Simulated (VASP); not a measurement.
# SiC (P6_3mc) in VASP: a series of runs, part 2 of 2

VASP 6.6.1. Earlier steps stand in the parts before.

## 3. Single point, PBE

Input file INCAR:

```
SYSTEM = SiC
ALGO = Normal
EDIFF = 1E-7
ENCUT = 520
GGA = PE
ISIF = 2
ISMEAR = -1
LASPH = .True.
LCHARG = .True.
LELF = .True.
LREAL = .False.
LVHAR = .True.
LWAVE = .False.
NBANDS = 26
NELM = 100
PREC = Accurate
SIGMA = 0.05
```

Input file KPOINTS:

```
k-points
0
Gamma
  14 14 4
  0 0 0
```

Input file POSCAR:

```
SiC
1.0
    3.0756941497      0.0000000000      0.0000000000
   -1.5378470748      2.6636292679      0.0000000000
    0.0000000000      0.0000000000     10.0706464800
Si C
4 4
Direct
    0.0000000000      0.0000000000      0.1878943800
    0.0000000000      0.0000000000      0.6878943800
    0.3333333333      0.6666666667      0.4378419800
    0.6666666667      0.3333333333      0.9378419800
    0.0000000000      0.0000000000      0.0004600500
    0.0000000000      0.0000000000      0.5004600500
    0.3333333333      0.6666666667      0.2498025900
    0.6666666667      0.3333333333      0.7498025900
```

Potentials or basis: VASP PAW PBE potentials, release 64 (Si, C).

The run is started by

```bash
$ cat potpaw_PBE.64/Si/POTCAR potpaw_PBE.64/C/POTCAR > POTCAR
$ mpirun -np 1 vasp_std > vasp.out
```

OUTCAR:

```text
SYSTEM = SiC
   EDIFF = 1E-7
   ENCUT = 520
   GGA = PE
   ISIF = 2
   ISMEAR = -1
   LASPH = .True.
   LREAL = .False.
   NELM = 100
   PREC = Accurate

 ion  position               nearest neighbor table
   1  0.000  0.000  0.188-   7 1.88   7 1.88   7 1.88   5 1.89   3 3.08   3 3.08   3 3.08   4 3.08
                             4 3.08   4 3.08
   2  0.000  0.000  0.688-   8 1.88   8 1.88   8 1.88   6 1.89   4 3.08   4 3.08   4 3.08   3 3.08
                             3 3.08   3 3.08
   3  0.333  0.667  0.438-   6 1.88   6 1.88   6 1.88   7 1.89   1 3.08   1 3.08   1 3.08   2 3.08
                             2 3.08   2 3.08
[... 917 lines left out ...]
  in kB       39.0418270     39.0418270     37.7533820      0.0000000      0.0000000     -0.0000000
  external PRESSURE =      38.6123454 kB  Pullay stress =       0.0000000 kB

 VOLUME and BASIS-vectors are now :
 -----------------------------------------------------------------------------
  energy-cutoff  :      520.00
  volume of cell :       82.50
      direct lattice vectors                 reciprocal lattice vectors
     3.075694150  0.000000000  0.000000000     0.325129857  0.187713811  0.000000000
    -1.537847075  2.663629268  0.000000000     0.000000000  0.375427621  0.000000000
     0.000000000  0.000000000 10.070646480     0.000000000  0.000000000  0.099298491

 POSITION                                       TOTAL-FORCE (eV/Angst)
 -----------------------------------------------------------------------------------
      0.00000      0.00000      1.89222        -0.000000      0.000000      0.001733
      0.00000      0.00000      6.92754        -0.000000     -0.000000      0.001733
     -0.00000      1.77575      4.40935         0.000000     -0.000000     -0.005055
      1.53785      0.88788      9.44468        -0.000000      0.000000     -0.005055
      0.00000      0.00000      0.00463         0.000000     -0.000000     -0.002186
      0.00000      0.00000      5.03996        -0.000000      0.000000     -0.002186
     -0.00000      1.77575      2.51567         0.000000      0.000000      0.005508
      1.53785      0.88788      7.55100         0.000000      0.000000      0.005508
 -----------------------------------------------------------------------------------
    total drift:                               -0.000000     -0.000000      0.000015

  FREE ENERGIE OF THE ION-ELECTRON SYSTEM (eV)
  ---------------------------------------------------
  free  energy   TOTEN  =       -60.2313054812 eV

  energy  without entropy=      -60.2313054812  energy(sigma->0) =      -60.23130548
```

stdout:

```text
POSCAR found type information on POSCAR SiC
 POSCAR found :  2 types and       8 ions
 scaLAPACK will be used
 LDA part: xc-table for (Slater+PW92), standard interpolation
 POSCAR, INCAR and KPOINTS ok, starting setup
 FFT: planning ... GRIDC
 FFT: planning ... GRID_SOFT
 FFT: planning ... GRID
 WAVECAR not read
 entering main loop
```

Wall time 90 s (1 thread of Intel Xeon Platinum 8488C (Sapphire Rapids), shared host); peak memory 0.26 GiB.

Results:

| Property | Result |
| --- | --- |
| Free energy | -60.2313 eV |
| Pressure | 3.9 GPa |
| Largest force | 0.006 eV/Å |
| Band gap on the k mesh | 2.23 eV, indirect (least direct gap 3.35 eV) |

Forces in eV/Å, atoms in the order of the input:
```
Si   0.000  0.000  0.002
Si   0.000  0.000  0.002
Si   0.000  0.000 -0.005
Si   0.000  0.000 -0.005
C    0.000  0.000 -0.002
C    0.000  0.000 -0.002
C    0.000  0.000  0.006
C    0.000  0.000  0.006
```

Levels at points of the mesh, in eV from the valence-band top:
| k point | band 14 | band 15 | band 16 | band 17 | band 18 | band 19 |
| --- | --- | --- | --- | --- | --- | --- |
| (0.00, 0.00, 0.00) | -0.05 | 0.00 | 0.00 | 5.12 | 5.70 | 6.32 |
| (0.50, 0.00, 0.00) | -2.22 | -1.58 | -1.12 | 2.23 | 2.36 | 4.23 |
| (0.00, 0.00, 0.50) | -0.21 | -0.21 | -0.21 | 5.32 | 5.32 | 6.79 |
| (0.50, 0.00, 0.50) | -2.50 | -1.55 | -1.55 | 2.64 | 2.64 | 4.22 |

## 4. Relaxation of cell and atoms, RPBE

Input file INCAR:

```
ALGO = Normal
EDIFF = 1E-6
EDIFFG = -0.01
ENCUT = 600
GGA = RP
IBRION = 2
ISIF = 3
ISMEAR = -1
LASPH = True
LCHARG = False
LREAL = False
LWAVE = False
NELM = 100
NSW = 60
PREC = Accurate
SIGMA = 0.05
```

Input file KPOINTS:

```
k-points
0
Gamma
  10 10 3
```

POSCAR is that of step 3.

The run is started by

```bash
$ cat potpaw_PBE.64/Si/POTCAR potpaw_PBE.64/C/POTCAR > POTCAR
$ mpirun -np 1 vasp_std > vasp.out
```

Run time: 2 min. Hardware: 1 thread of Intel Xeon Platinum 8488C (Sapphire Rapids), shared host; peak memory 0.26 GiB.

The run converged. Its results:

```
Free energy                            : -57.3074 eV
Relaxed volume                         : 10.62 Å³/atom
Relaxed cell                           : a = 3.106 Å, b = 3.106 Å, c = 10.169 Å, α = 90.00°, β = 90.00°, γ = 120.00°
Space group after relaxing (to 0.05 Å) : P6_3mc (No. 186)
Energy gained by relaxing              : 6.2 meV/atom
Ionic steps                            : 5
Pressure after relaxing                : 0.1 GPa
Largest force after relaxing           : 0.008 eV/Å
Band gap on the k mesh                 : 2.24 eV, indirect (least direct gap 3.35 eV)
```

Forces in eV/Å, atoms in the order of the input:
```
Si   0.000  0.000 -0.001
Si   0.000  0.000 -0.001
Si   0.000  0.000 -0.008
Si   0.000  0.000 -0.008
C    0.000  0.000  0.004
C    0.000  0.000  0.004
C    0.000  0.000  0.005
C    0.000  0.000  0.005
```

Stress tensor (GPa, compression positive):
```
0.13 0.00 0.00
0.00 0.13 0.00
0.00 0.00 0.05
```

The path:
| step | energy change (eV) | largest force (eV/Å) | pressure (GPa) | volume (Å³) |
| --- | --- | --- | --- | --- |
| 1 | 0.0000 | 0.0099 | 6.52 | 82.50 |
| 2 | -0.0003 | 0.0289 | -5.86 | 87.62 |
| 3 | -0.0495 | 0.0109 | -0.02 | 85.01 |
| 4 | -0.0495 | 0.0105 | 0.11 | 84.96 |
| 5 | -0.0495 | 0.0075 | 0.10 | 84.96 |

Final structure:
```xyz
8
Lattice="3.1061 0.0000 0.0000 -1.5530 2.6899 0.0000 0.0000 0.0000 10.1689" Properties=species:S:1:pos:R:3 pbc="T T T"
Si    0.0000    0.0000    1.9108
Si    1.5530    2.6899    6.9952
Si    0.0000    1.7933    4.4526
Si    1.5530    0.8966    9.5370
C     0.0000    0.0000    0.0044
C     3.1061    0.0000    5.0888
C     0.0000    1.7933    2.5401
C     1.5530    0.8966    7.6246
```

Levels at points of the mesh, in eV from the valence-band top:
```csv
k point,band 12,band 13,band 14,band 15,band 16,band 17,band 18,band 19,band 20,band 21
"(0.00, 0.00, 0.00)",-0.58,-0.58,-0.05,0.00,0.00,4.90,5.48,6.01,6.12,6.85
"(0.50, 0.00, 0.00)",-2.34,-2.32,-2.18,-1.55,-1.11,2.24,2.36,4.19,4.64,5.23
```

Caveat: the PAW data sets were made with another functional, which shifts forces and pressure a little.

## 5. Single point, PBE

Input file INCAR:

```
SYSTEM = SiC
ALGO = Normal
EDIFF = 1E-6
ENCUT = 520
GGA = PE
ISIF = 2
ISMEAR = -1
LASPH = .True.
LCHARG = .True.
LELF = .True.
LREAL = .False.
LVHAR = .True.
LWAVE = .False.
NBANDS = 26
NELM = 80
PREC = Accurate
SIGMA = 0.05
```

Input file KPOINTS:

```
k-points
0
Gamma
  6 6 2
  0 0 0
```

POSCAR is that of step 4.

The run is started by

```bash
$ cat potpaw_PBE.64/Si/POTCAR potpaw_PBE.64/C/POTCAR > POTCAR
$ mpirun -np 1 vasp_std > vasp.out
```

Run time: 38 s. Hardware: 1 thread of Intel Xeon 8259CL, shared host; peak memory 0.19 GiB.

Results (log left out):

* Free energy: -60.2089 eV
* Pressure: 3.9 GPa
* Largest force: 0.006 eV/Å
* Band gap on the k mesh: 2.22 eV, indirect (least direct gap 3.35 eV)

Forces in eV/Å, atoms in the order of the input:
```
Si   0.000  0.000  0.006
Si   0.000  0.000  0.006
Si   0.000  0.000  0.002
Si   0.000  0.000  0.002
C    0.000  0.000 -0.006
C    0.000  0.000 -0.006
C    0.000  0.000 -0.001
C    0.000  0.000 -0.001
```

Stress tensor (GPa, compression positive):
```
3.96 0.00 0.00
0.00 3.96 0.00
0.00 0.00 3.70
```

Levels at points of the mesh, in eV from the valence-band top:
| k point | band 13 | band 14 | band 15 | band 16 | band 17 | band 18 | band 19 | band 20 |
| --- | --- | --- | --- | --- | --- | --- | --- | --- |
| (0.00, 0.00, 0.00) | -0.58 | -0.05 | 0.00 | 0.00 | 5.11 | 5.69 | 6.32 | 6.34 |
| (0.50, 0.00, 0.00) | -2.36 | -2.22 | -1.58 | -1.12 | 2.22 | 2.35 | 4.23 | 4.76 |
| (0.00, 0.00, 0.50) | -0.21 | -0.21 | -0.21 | -0.21 | 5.32 | 5.32 | 6.79 | 6.79 |
| (0.50, 0.00, 0.50) | -2.50 | -2.50 | -1.55 | -1.55 | 2.64 | 2.64 | 4.21 | 4.21 |

## 6. Overview

```tsv
task	level	cell	k mesh	cutoff (eV)	gap on the mesh (eV)	pressure (GPa)	largest force (eV/Å)
single point	r2SCAN	a = 3.078, b = 3.078, c = 10.077 Å, angles 90.0, 90.0, 120.0°, 8 atoms	10 × 10 × 3	520	2.61	-0.2	-
single point	PBE	a = 3.076, b = 3.076, c = 10.071 Å, angles 90.0, 90.0, 120.0°, 8 atoms	14 × 14 × 4	520	2.23	3.9	0.01
relaxation of cell and atoms	RPBE	relaxed from a = 3.076, b = 3.076, c = 10.071 Å, angles 90.0, 90.0, 120.0°, 8 atoms	10 × 10 × 3	600	2.24	0.1	0.01
single point	PBE	a = 3.076, b = 3.076, c = 10.071 Å, angles 90.0, 90.0, 120.0°, 8 atoms	6 × 6 × 2	520	2.22	3.9	0.01
```

Alike in all rows: potentials or basis VASP PAW PBE potentials, release 64 (Si, C); no spin polarisation; smearing fermi-dirac 0.05 eV.

Caveats: the PAW data sets were made with another functional, which shifts forces and pressure a little (some runs).

Total energies depend on the potentials used, so only differences within one code and one set of settings carry meaning.
